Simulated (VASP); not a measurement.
## Cl: relaxation of cell and atoms with PBE

The system is Cl.

```
Cl
1.0
     3.14500   -2.25000    0.00000
     3.14500    2.25000    0.00000
     0.00000    0.00000    8.21000
Cl
4
Direct
  0.87000 0.13000 0.10000
  0.63000 0.37000 0.60000
  0.13000 0.87000 0.90000
  0.37000 0.63000 0.40000
```

```json
{
 "Program": "VASP 6.6.1",
 "Task": "relaxation of cell and atoms",
 "Functional": "PBE",
 "Potentials or basis": "VASP PAW PBE potentials, release 64 (Cl)",
 "Cutoff": "600 eV",
 "k mesh": "6 × 6 × 2",
 "Occupations": "gaussian, width 0.01 eV",
 "Spin": "no spin polarisation",
 "Target pressure": "4 GPa",
 "Dipole correction": "no",
 "Further INCAR settings": "ALGO = Normal; EDIFF = 1e-07; IBRION = 2; EDIFFG = -0.01; NSW = 60; ISIF = 3"
}
```

The relaxed volume is 22.92 Å³/atom and the relaxed cell is a = 3.582 Å, b = 3.582 Å, c = 7.845 Å, α = 90.00°, β = 90.00°, γ = 65.60°. The space group after relaxing (to 0.1 Å) is Cmce (No. 64) and the energy change on relaxing (the run minimises the enthalpy) is +64.7 meV/atom. The ionic steps are 28, the pressure after relaxing is 4.0 GPa and the largest force after relaxing is 0.007 eV/Å. The band gap on the k mesh is 2.27 eV (least direct gap 2.28 eV).

Forces in eV/Å, atoms in the order of the input:
```
Cl   0.000 -0.004 -0.006
Cl   0.000  0.004 -0.006
Cl   0.000  0.004  0.006
Cl   0.000 -0.004  0.006
```

Stress tensor (GPa, compression positive):
```
4.05 0.00 0.00
0.00 3.96 0.00
0.00 0.00 3.95
```

The path:
```
step  energy change (eV)  largest force (eV/Å)  pressure (GPa)  volume (Å³)
   1              0.0000                0.1751            0.33       116.19
   2              0.1854                1.6238            4.78       105.36
   3              0.0947                1.0586            3.31       108.30
   4              0.1285                0.8111            3.57       102.38
   5              0.4071                0.3160            6.10        87.42
   6              0.3061                0.4405            5.18        91.04
   7              0.3216                0.4189            5.32        90.41
   8              0.2544                0.2597            2.93        92.92
   9              0.2753                0.0442            3.94        91.80
  10              0.2706                0.0389            3.93        91.87
  11              0.2589                0.0259            3.93        92.08
  12              0.2458                0.0397            4.00        92.45
  13              0.2472                0.0333            3.98        92.38
  14              0.2460                0.0836            3.70        92.38
  15              0.2460                0.0966            3.66        92.38
  16              0.2483                0.0897            3.70        92.27
  17              0.2556                0.0695            3.83        91.91
  18              0.2724                0.0360            4.11        91.20
  19              0.2715                0.0370            4.09        91.23
  20              0.2697                0.0323            4.08        91.29
  21              0.2645                0.0226            4.06        91.48
  22              0.2546                0.0397            4.02        91.86
  23              0.2512                0.0284            3.87        91.99
  24              0.2510                0.0293            3.86        92.00
  25              0.2523                0.0245            3.88        91.94
  26              0.2563                0.0112            3.95        91.77
  27              0.2655                0.0195            4.07        91.41
  28              0.2589                0.0074            3.99        91.66
```

Final structure:
```cif
data_structure
_symmetry_space_group_name_H-M 'P 1'
_symmetry_Int_Tables_number 1
_cell_length_a 3.5819
_cell_length_b 3.5819
_cell_length_c 7.8450
_cell_angle_alpha 90.000
_cell_angle_beta 90.000
_cell_angle_gamma 65.601
_cell_volume 91.66
loop_
_atom_site_label
_atom_site_type_symbol
_atom_site_fract_x
_atom_site_fract_y
_atom_site_fract_z
_atom_site_occupancy
Cl1 Cl 0.86639 0.13361 0.11079 1
Cl2 Cl 0.63361 0.36639 0.61079 1
Cl3 Cl 0.13361 0.86639 0.88921 1
Cl4 Cl 0.36639 0.63361 0.38921 1
```

Levels at points of the mesh, in eV from the valence-band top:
```
           k point  band 12  band 13  band 14  band 15  band 16  band 17
(0.00, 0.00, 0.00)    -0.55    -0.13     0.00     2.28     3.19     7.36
(0.50, 0.00, 0.00)    -1.23    -0.41    -0.41     3.09     3.09     7.93
(0.50, 0.50, 0.00)    -1.48    -0.65    -0.28     2.27     2.87     7.93
(0.00, 0.00, 0.50)    -1.09    -0.06    -0.06     2.62     2.62     7.75
(0.50, 0.00, 0.50)    -0.82    -0.03    -0.03     2.63     2.63     8.33
(0.50, 0.50, 0.50)    -1.26    -1.08    -1.08     2.46     2.46     8.92
```

Run time: 6.3 min on 1 thread of Intel(R) Xeon(R) 6975P-C (Granite Rapids) (shared host), peak memory 0.28 GiB.

Caveat: the cell is relaxed towards a set pressure, so the run minimises the enthalpy, not the energy; the volume moved by over 15 % at a fixed basis, so the end points are rough; this functional lacks dispersion, which holds the molecules together, so the pressure and a relaxed volume are unreliable. A k mesh can miss the band edges.
